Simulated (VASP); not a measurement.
Write the native input for VASP 6.6.1 that does the following.

| Property | Result |
| --- | --- |
| Task | single point |
| Functional | LDA |
| Potentials or basis | VASP PAW LDA potentials, release 64 (Mg, O) |
| Cutoff | 600 eV |
| k mesh | 12 × 12 × 12 |
| Occupations | gaussian, width 0.01 eV |
| Spin | no spin polarisation |
| Dipole correction | no |
| Further INCAR settings | ALGO = Normal; EDIFF = 1e-06; NBANDS = 11 |

The structure of MgO (CsCl type) lies in POSCAR:

```
MgO
1.0
    2.1276347480      0.0000000000      0.0000000000
    0.0000000000      2.1276347480      0.0000000000
    0.0000000000      0.0000000000      2.1276347480
Mg O
1 1
Direct
    0.0000000000      0.0000000000      0.0000000000
    0.5000000000      0.5000000000      0.5000000000
```

This cell differs from its parent crystal: volume scaled by 1.04.

One way to write it, as run:

INCAR

```
SYSTEM = MgO
  PREC = Accurate
  ENCUT = 600
  EDIFF = 1E-6
  ISMEAR = 0
  SIGMA = 0.01
  LREAL = .False.
  LASPH = .True.
  NELM = 120
  ALGO = Normal
  ISIF = 2
  LWAVE = .False.
  LCHARG = .False.
  GGA = CA
  NBANDS = 11
  GGA_COMPAT = .False.
```

KPOINTS

```
Automatic mesh
0
Gamma
  12 12 12
  0 0 0
```

Potentials or basis: VASP PAW LDA potentials, release 64 (Mg, O).

Command:

```sh
$ cat potpaw_LDA.64/Mg/POTCAR potpaw_LDA.64/O/POTCAR > POTCAR
$ mpirun -np 1 vasp_std > vasp.out
```

It gave:

```yaml
Pressure: 334.7 GPa
Band_gap_on_the_k_mesh: 6.97 eV, direct
```

It took 6.3 s on 1 thread of Intel(R) Xeon(R) 6975P-C (Granite Rapids), on a shared host, peak memory 0.12 GiB.
